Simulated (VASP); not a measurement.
Crystal: WSe2.

```
CELL_PARAMETERS angstrom
3.29000 0.00000 0.00000
-1.64500 2.84922 0.00000
0.00000 0.00000 12.97000
ATOMIC_POSITIONS crystal
W 0.33333 0.66667 0.25000
W 0.66667 0.33333 0.75000
Se 0.33333 0.66667 0.62100
Se 0.66667 0.33333 0.12100
Se 0.33333 0.66667 0.87900
Se 0.66667 0.33333 0.37900
```

| Property | Result |
| --- | --- |
| Program | VASP 6.6.1 |
| Task | relaxation of cell and atoms |
| Functional | LDA |
| Potentials or basis | VASP PAW LDA potentials, release 64 (W_sv, Se) |
| Cutoff | 600 eV |
| k mesh | 6 × 6 × 2 |
| Occupations | gaussian, width 0.01 eV |
| Spin | no spin polarisation |

At the start: pressure -3.3 GPa; volume 20.26 Å³/atom.

Question: Where does the relaxation end?

Answer: Over 5 steps the energy falls by 5.2 meV/atom and the volume is 19.78 Å³/atom (-2.4 %); space group P6_3/mmc (No. 194, to 0.1 Å) before and after.

Step by step:
```
step  energy change (eV)  largest force (eV/Å)  pressure (GPa)  volume (Å³)
   1              0.0000                0.2587           -3.28       121.58
   2              0.0943                1.0289            7.45       114.42
   3             -0.0273                0.1280           -0.14       119.21
   4             -0.0273                0.1362           -0.08       119.17
   5             -0.0311                0.0331           -0.02       118.65
```

Final structure:
```yaml
crystal:
  lattice:
    - [3.25454, 0.00000, 0.00000]
    - [-1.62727, 2.81851, 0.00000]
    - [0.00000, 0.00000, 12.93510]
  atoms:
    - { symbol: W, position: [0.33333, 0.66667, 0.25000] }
    - { symbol: W, position: [0.66667, 0.33333, 0.75000] }
    - { symbol: Se, position: [0.33333, 0.66667, 0.62092] }
    - { symbol: Se, position: [0.66667, 0.33333, 0.12092] }
    - { symbol: Se, position: [0.33333, 0.66667, 0.87908] }
    - { symbol: Se, position: [0.66667, 0.33333, 0.37908] }
```

Caveat: the relaxation stopped at a loose force limit of 0.05 eV/Å, so its end isn't a converged minimum.
